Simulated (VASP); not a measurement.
# ZnCd2Se3 (P3m1) in VASP: further runs

Runs on ZnCd2Se3. Level: PBE. Tasks: relaxation of shape and atoms at fixed volume, single point.

All numbers are computed with VASP 6.6.1; they aren't measurements. Logs are shortened: lines on timing, memory, paths and dates and some standing lists are left out, and cuts for length are marked.

## (1) The cell of the first run

The structure is trigonal, space group P3m1 (No. 156). Conventional cell: a = 4.126 Å, b = 4.126 Å, c = 10.227 Å, α = 90.00°, β = 90.00°, γ = 120.00°. Zn (site symmetry 3m) has 4 Se at 2.41 to 2.48 Å within 3.2 Å. Within 3.4 Å of Cd (site symmetry 3m) lie 4 Se at 2.58 to 2.59 Å. Cd (site symmetry 3m) has 4 Se at 2.57 to 2.58 Å within 3.4 Å. Within 3.3 Å of Se (site symmetry 3m) lie 3 Zn at 2.48 Å and 1 Cd at 2.59 Å. Within 3.2 Å of Se (site symmetry 3m) lie 1 Zn at 2.41 Å and 3 Cd at 2.57 Å. Within 3.4 Å of Se (site symmetry 3m) lie 4 Cd at 2.58 Å.

## (2) Relaxation of shape and atoms at fixed volume, PBE (25.13 Å³/atom)

The input, INCAR:

```
SYSTEM = ZnCd2Se3
PREC = Accurate
ENCUT = 600
EDIFF = 1E-6
ISMEAR = 0
SIGMA = 0.02
LREAL = .FALSE.
LASPH = .TRUE.
NELM = 60
ALGO = Normal
ISIF = 4
LWAVE = .FALSE.
LCHARG = .FALSE.
GGA = PE
IBRION = 2
NSW = 50
EDIFFG = -0.01
```

The input, KPOINTS:

```
regular mesh
0
G
  12 12 4
  0 0 0
```

The input, POSCAR:

```
ZnCd2Se3
1.0
    4.1263347347      0.0000000000      0.0000000000
   -2.0631673673      3.5735107048      0.0000000000
    0.0000000000      0.0000000000     10.2265727117
Zn Cd Se
1 2 3
Direct
    0.0000000000      0.0000000000      0.6685562446
    0.3333333333      0.6666666667      0.9891834392
    0.6666666667      0.3333333333      0.3379645990
    0.3333333333      0.6666666667      0.7356217498
    0.0000000000      0.0000000000      0.4331518272
    0.6666666667      0.3333333333      0.0855231403
```

Potentials or basis: VASP PAW PBE potentials, release 64 (Zn, Cd, Se).

Run with:

```sh
> cat potpaw_PBE.64/Zn/POTCAR potpaw_PBE.64/Cd/POTCAR potpaw_PBE.64/Se/POTCAR > POTCAR
> mpirun -np 1 vasp_std > vasp.out
```

OUTCAR:

```text
SYSTEM = ZnCd2Se3
   PREC = Accurate
   ENCUT = 600
   EDIFF = 1E-6
   ISMEAR = 0
   LREAL = .FALSE.
   LASPH = .TRUE.
   NELM = 60
   ISIF = 4
   GGA = PE
   IBRION = 2
   NSW = 50
   EDIFFG = -0.01

 ion  position               nearest neighbor table
   1  0.000  0.000  0.669-   5 2.41   4 2.48   4 2.48   4 2.48
   2  0.333  0.667  0.989-   6 2.58   6 2.58   6 2.58   4 2.59
   3  0.667  0.333  0.338-   5 2.57   5 2.57   5 2.57   6 2.58
   4  0.333  0.667  0.736-   1 2.48   1 2.48   1 2.48   2 2.59
   5  0.000  0.000  0.433-   1 2.41   3 2.57   3 2.57   3 2.57
   6  0.667  0.333  0.086-   2 2.58   2 2.58   2 2.58   3 2.58

  LATTYP: Found a hexagonal cell.
 ALAT       =     4.1263347347
 C/A-ratio  =     2.4783672119

  Lattice vectors:

 A1 = (   4.1263347347,   0.0000000000,   0.0000000000)
 A2 = (  -2.0631673673,   3.5735107048,   0.0000000000)
 A3 = (   0.0000000000,   0.0000000000,  10.2265727117)

Analysis of symmetry for initial positions (statically):
=====================================================================
 Subroutine PRICEL returns:
 Original cell was already a primitive cell.

 Routine SETGRP: Setting up the symmetry group for a
 hexagonal supercell.

 Subroutine GETGRP returns: Found  6 space group operations
 (whereof  6 operations were pure point group operations)
 out of a pool of 24 trial point group operations.

The static configuration has the point symmetry C_3v.

Analysis of symmetry for dynamics (positions and initial velocities):
=====================================================================
 Subroutine PRICEL returns:
 Original cell was already a primitive cell.

 Routine SETGRP: Setting up the symmetry group for a
 hexagonal supercell.

 Subroutine GETGRP returns: Found  6 space group operations
 (whereof  6 operations were pure point group operations)
 out of a pool of 24 trial point group operations.

The dynamic configuration has the point symmetry C_3v.

 Subroutine INISYM returns: Found  6 space group operations
 (whereof  6 operations are pure point group operations),
 and found     1 'primitive' translations

----------------------------------------------------------------------------------------

                                     Primitive cell

  volume of cell :     150.7959

[... 103 lines left out ...]
   ISYM   =      2    0-nonsym 1-usesym 2-fastsym
   POTIM  = 0.5000    time-step for ionic-motion
   TEBEG  =    0.0;   TEEND  =   0.0 temperature during run
   PSTRESS=    0.0 pullay stress
   NELECT =      54.0000    total number of electrons
   NUPDOWN=      -1.0000    fix difference up-down
   EMIN   =  10.00;   EMAX   =-10.00  energy-range for DOS
   EFERMI =   0.00;   METHOD = LEGACY
   ISMEAR =     0;   SIGMA  =   0.02  broadening in eV -4-tet -1-fermi 0-gaus
   EFERMI_NEDOS =   21; number of points for ismear=-14 and -15
   IALGO  =     38    algorithm
   IMIX   =      4    mixing-type and parameters
     AMIX     =   0.40;   BMIX     =  1.00
     AMIX_MAG =   1.60;   BMIX_MAG =  1.00
  volume/ion in A,a.u.               =      25.13       169.60
  Fermi-wavevector in a.u.,A,eV,Ry     =   1.162544  2.196890 18.388402  1.351509
  Thomas-Fermi vector in A             =   2.299104
   LORBIT       =      0    0 simple, 1 ext, 2 COOP (PROOUT), +10 PAW based schemes
   GGA     = PE    functional components
   LHFCALC =     F    Hartree Fock is set to
   AEXX    =    0.0000 exact exchange contribution
   IVDW    =     0    specifies the selected vdW correction
   LEPSILON=     F    determine dielectric tensor
   LRPA    =     F    only Hartree local field effects (RPA)
 conjugate gradient relaxation of ions
 non-spin polarized calculation
 Gauss-broadening in eV      SIGMA  =   0.02
  energy-cutoff  :      600.00
  volume of cell :      150.80
 maximum number of plane-waves:      5092
 NGX is ok and might be reduce to    36
   NGX = 17   NGY = 17   NGZ = 41

--------------------------------------- Ionic step        1  -------------------------------------------

 number of electron      54.0000010 magnetization

 Free energy of the ion-electron system (eV)
  ---------------------------------------------------
  ext. energy  EPLUGINS =         0.00000000
  ---------------------------------------------------
  free energy    TOTEN  =       -16.63536888 eV

  energy without entropy =      -16.63536888  energy(sigma->0) =      -16.63536888

------------------------ aborting loop because EDIFF is reached ----------------------------------------

  FORCE on cell =-STRESS in cart. coord.  units (eV):
  Direction    XX          YY          ZZ          XY          YZ          ZX
  --------------------------------------------------------------------------------------
  -------------------------------------------------------------------------------------
  Total        5.5107818      5.5107818      5.6439272      0.0000000      0.0000000      0.0000000
  in kB       58.5509768     58.5509768     59.9656202      0.0000000      0.0000000      0.0000000
  external PRESSURE =      59.0225246 kB  Pullay stress =       0.0000000 kB
[... 187 lines left out ...]
--------------------------------------- Ionic step        6  -------------------------------------------

 number of electron      54.0000014 magnetization

 Free energy of the ion-electron system (eV)
  ---------------------------------------------------
  ext. energy  EPLUGINS =         0.00000000
  ---------------------------------------------------
  free energy    TOTEN  =       -16.63652555 eV

  energy without entropy =      -16.63652555  energy(sigma->0) =      -16.63652555

 E-fermi :   1.7432     XC(G=0):  -9.2389

 val. band max:        1.6289462633   @ k =   0.0000   0.0000   0.0000
 cond. band min:       2.3569024888   @ k =   0.0000   0.0000   0.0000
 fundamental gap:      0.7279562255
 Fermi energy:         1.7432198884

 k-point     1 :       0.0000    0.0000    0.0000
  band No.  band energies     occupation
      1     -11.6108      2.00000
      2     -11.1411      2.00000
      3     -11.0289      2.00000
      4      -6.5305      2.00000
      5      -6.5305      2.00000
      6      -6.4792      2.00000
[... 829 lines left out ...]
     31       6.3270      0.00000
     32       7.1950      0.00000

 [... further k-points ...]

------------------------ aborting loop because EDIFF is reached ----------------------------------------

  FORCE on cell =-STRESS in cart. coord.  units (eV):
  Direction    XX          YY          ZZ          XY          YZ          ZX
  --------------------------------------------------------------------------------------
  -------------------------------------------------------------------------------------
  Total        5.5087820      5.5087820      5.5077571      0.0000000     -0.0000000     -0.0000000
  in kB       58.5297295     58.5297295     58.5188404      0.0000000     -0.0000000     -0.0000000
  external PRESSURE =      58.5260998 kB  Pullay stress =       0.0000000 kB
[... 21 lines left out ...]
  FREE ENERGIE OF THE ION-ELECTRON SYSTEM (eV)
  ---------------------------------------------------
  free  energy   TOTEN  =       -16.6365255536 eV

  energy  without entropy=      -16.6365255536  energy(sigma->0) =      -16.63652555

 reached required accuracy - stopping structural energy minimisation
```

OSZICAR:

```text
N       E                     dE             d eps       ncg     rms          rms(c)
DAV:   1     0.452162846211E+03    0.45216E+03   -0.27566E+04  4416   0.187E+03
DAV:   2     0.216154502607E+02   -0.43055E+03   -0.42166E+03  4600   0.431E+02
[... 39 lines left out ...]
   5 F= -.16636447E+02 E0= -.16636447E+02  d E =-.273229E-03
       N       E                     dE             d eps       ncg     rms          rms(c)
DAV:   1    -0.166367804789E+02   -0.33248E-03   -0.90108E-02  4416   0.159E+00    0.118E-01
DAV:   2    -0.166366332589E+02    0.14722E-03   -0.12420E-03  5432   0.290E-01    0.589E-02
DAV:   3    -0.166365398120E+02    0.93447E-04   -0.11877E-04  5112   0.857E-02    0.261E-02
DAV:   4    -0.166365253787E+02    0.14433E-04   -0.41742E-05  5408   0.470E-02    0.882E-03
DAV:   5    -0.166365255536E+02   -0.17484E-06   -0.68004E-06  4896   0.223E-02
   6 F= -.16636526E+02 E0= -.16636526E+02  d E =-.783259E-04
```

Run time: 30 min. Hardware: 1 thread of Oxide Virtual Turin-like, shared host; peak memory 0.59 GiB.

What came out:

```yaml
Free_energy: -16.6365 eV
Energy_gained_by_relaxing: 0.2 meV/atom
Ionic_steps: 6
Pressure_after_relaxing: 5.9 GPa
Largest_force_after_relaxing: 0.007 eV/Å
Band_gap_on_the_k_mesh: 0.73 eV
```

Forces in eV/Å, atoms in the order of the input:
```
Zn   0.000  0.000 -0.003
Cd   0.000  0.000  0.001
Cd   0.000  0.000 -0.007
Se   0.000  0.000  0.003
Se   0.000  0.000  0.000
Se   0.000  0.000  0.006
```

The path:
| step | energy change (eV) | largest force (eV/Å) | pressure (GPa) | volume (Å³) |
| --- | --- | --- | --- | --- |
| 1 | 0.0000 | 0.0596 | 5.90 | 150.80 |
| 2 | -0.0005 | 0.0439 | 5.89 | 150.80 |
| 3 | -0.0008 | 0.0534 | 5.86 | 150.80 |
| 4 | -0.0011 | 0.0241 | 5.85 | 150.80 |
| 5 | -0.0011 | 0.0281 | 5.84 | 150.80 |
| 6 | -0.0012 | 0.0072 | 5.85 | 150.80 |

Final structure:
```
Zn Cd Se
1.0
     4.12141    0.00000    0.00000
    -2.06071    3.56925    0.00000
     0.00000    0.00000   10.25101
Zn Cd Se
1 2 3
Direct
  0.00000 0.00000 0.66942
  0.33333 0.66667 0.98795
  0.66667 0.33333 0.33763
  0.33333 0.66667 0.73497
  0.00000 0.00000 0.43429
  0.66667 0.33333 0.08575
```

Levels at points of the mesh, in eV from the valence-band top:
```csv
k point,band 25,band 26,band 27,band 28,band 29,band 30
"(0.00, 0.00, 0.00)",-0.22,0.00,0.00,0.73,2.23,2.91
"(0.50, 0.00, 0.00)",-1.88,-1.32,-1.07,2.74,3.21,3.49
"(0.00, 0.00, 0.50)",-0.35,-0.14,-0.14,1.73,2.25,2.69
"(0.50, 0.00, 0.50)",-1.65,-1.02,-0.83,2.31,3.15,3.72
```

Caveat: semilocal functionals underestimate gaps, and a narrow one can read as zero.

## (3) Relaxation of shape and atoms at fixed volume, PBE (24.30 Å³/atom)

This run uses another cell than the first one, of 24.30 Å³/atom.

The input, INCAR:

```
PREC = Accurate
ENCUT = 600
EDIFF = 1E-6
ISMEAR = 0
SIGMA = 0.02
LREAL = F
LASPH = T
NELM = 60
ALGO = Normal
ISIF = 4
LWAVE = F
LCHARG = F
GGA = PE
IBRION = 2
NSW = 50
EDIFFG = -0.01
```

The input, KPOINTS:

```
regular mesh
0
Gamma
  12 12 4
```

The input, POSCAR:

```
ZnCd2Se3
1.0
    4.0761611941      0.0000000000      0.0000000000
   -2.0380805970      3.5300591441      0.0000000000
    0.0000000000      0.0000000000     10.1343897307
Zn Cd Se
1 2 3
Direct
    0.0000000000      0.0000000000      0.6692111718
    0.3333333333      0.6666666667      0.9882502056
    0.6666666667      0.3333333333      0.3375507137
    0.3333333333      0.6666666667      0.7352491419
    0.0000000000      0.0000000000      0.4339497553
    0.6666666667      0.3333333333      0.0857900117
```

Potentials or basis: VASP PAW PBE potentials, release 64 (Zn, Cd, Se).

Run with:

```sh
> cat potpaw_PBE.64/Zn/POTCAR potpaw_PBE.64/Cd/POTCAR potpaw_PBE.64/Se/POTCAR > POTCAR
> mpirun -np 1 vasp_std > vasp.out
```

It took 35 min on 1 thread of Oxide Virtual Turin-like, shared host; peak memory 0.58 GiB.

The run converged. Its results:

| Quantity | Value |
| --- | --- |
| Free energy | -16.4148 eV |
| Energy gained by relaxing | 0.2 meV/atom |
| Ionic steps | 7 |
| Pressure after relaxing | 8.4 GPa |
| Largest force after relaxing | 0.005 eV/Å |
| Band gap on the k mesh | 0.79 eV |

Forces in eV/Å, atoms in the order of the input:
```
Zn   0.000  0.000 -0.005
Cd   0.000  0.000  0.002
Cd   0.000  0.000 -0.004
Se   0.000  0.000  0.005
Se   0.000  0.000  0.000
Se   0.000  0.000  0.002
```

Step by step:
```csv
step,energy change (eV),largest force (eV/Å),pressure (GPa),volume (Å³)
1,0.0000,0.0642,8.52,145.82
2,-0.0007,0.0529,8.49,145.82
3,-0.0010,0.0647,8.46,145.82
4,-0.0013,0.0277,8.45,145.82
5,-0.0014,0.0309,8.45,145.82
6,-0.0014,0.0173,8.43,145.82
7,-0.0015,0.0054,8.43,145.82
```

Final structure:
```cif
data_structure
_symmetry_space_group_name_H-M 'P 1'
_symmetry_Int_Tables_number 1
_cell_length_a 4.0705
_cell_length_b 4.0705
_cell_length_c 10.1628
_cell_angle_alpha 90.000
_cell_angle_beta 90.000
_cell_angle_gamma 120.000
_cell_volume 145.82
loop_
_atom_site_label
_atom_site_type_symbol
_atom_site_fract_x
_atom_site_fract_y
_atom_site_fract_z
_atom_site_occupancy
Zn1 Zn 0.00000 0.00000 0.67008 1
Cd1 Cd 0.33333 0.66667 0.98686 1
Cd2 Cd 0.66667 0.33333 0.33714 1
Se1 Se 0.33333 0.66667 0.73456 1
Se2 Se 0.00000 0.00000 0.43525 1
Se3 Se 0.66667 0.33333 0.08611 1
```

Levels at points of the mesh, in eV from the valence-band top:
```csv
k point,band 24,band 25,band 26,band 27,band 28,band 29,band 30,band 31
"(0.00, 0.00, 0.00)",-0.56,-0.26,0.00,0.00,0.79,2.27,2.99,5.58
"(0.50, 0.00, 0.00)",-2.13,-2.00,-1.41,-1.12,2.65,3.18,3.53,3.77
"(0.00, 0.00, 0.50)",-0.38,-0.38,-0.14,-0.14,1.78,2.32,2.77,5.18
"(0.50, 0.00, 0.50)",-2.36,-1.74,-1.10,-0.87,2.31,3.09,3.67,4.35
```

Caveat: semilocal functionals underestimate gaps, and a narrow one can read as zero.

## (4) Single point, PBE (25.96 Å³/atom)

This run uses another cell than the first one, of 25.96 Å³/atom.

The input, INCAR:

```
  PREC = Accurate
  ENCUT = 520
  EDIFF = 1E-6
  ISMEAR = 0
  SIGMA = 0.02
  LREAL = False
  LASPH = True
  NELM = 100
  ALGO = Normal
  ISIF = 2
  LWAVE = False
  LCHARG = True
  GGA = PE
  LELF = True
  LVHAR = True
  NBANDS = 36
```

KPOINTS is that of step 3.

The input, POSCAR:

```
ZnCd2Se3
1.0
    4.1711897134      0.0000000000      0.0000000000
   -2.0855948567      3.6123562558      0.0000000000
    0.0000000000      0.0000000000     10.3377398201
Zn Cd Se
1 2 3
Direct
    0.0000000000      0.0000000000      0.6685562446
    0.3333333333      0.6666666667      0.9891834392
    0.6666666667      0.3333333333      0.3379645990
    0.3333333333      0.6666666667      0.7356217498
    0.0000000000      0.0000000000      0.4331518272
    0.6666666667      0.3333333333      0.0855231403
```

Run with:

```sh
> cat potpaw_PBE.64/Zn/POTCAR potpaw_PBE.64/Cd/POTCAR potpaw_PBE.64/Se/POTCAR > POTCAR
> mpirun -np 1 vasp_std > vasp.out
```

It took 8.3 min on 1 thread of Oxide Virtual Turin-like, shared host; peak memory 0.48 GiB.

The run converged. Its results:

| Property | Result |
| --- | --- |
| Free energy | -16.7845 eV |
| Pressure | 3.7 GPa |
| Largest force | 0.017 eV/Å |
| Band gap on the k mesh | 0.67 eV |

Forces in eV/Å, atoms in the order of the input:
```
Zn   0.000  0.000  0.005
Cd   0.000  0.000 -0.004
Cd   0.000  0.000 -0.002
Se   0.000  0.000 -0.017
Se   0.000  0.000  0.017
Se   0.000  0.000  0.001
```

Levels at points of the mesh, in eV from the valence-band top:
| k point | band 25 | band 26 | band 27 | band 28 | band 29 | band 30 |
| --- | --- | --- | --- | --- | --- | --- |
| (0.00, 0.00, 0.00) | -0.18 | 0.00 | 0.00 | 0.67 | 2.20 | 2.82 |
| (0.50, 0.00, 0.00) | -1.77 | -1.24 | -1.02 | 2.83 | 3.23 | 3.45 |
| (0.00, 0.00, 0.50) | -0.33 | -0.13 | -0.13 | 1.70 | 2.18 | 2.61 |
| (0.50, 0.00, 0.50) | -1.57 | -0.94 | -0.79 | 2.30 | 3.21 | 3.75 |

Caveat: the cell stands under pressure; semilocal functionals underestimate gaps, and a narrow one can read as zero.

(Continued in part 2 of 2.)
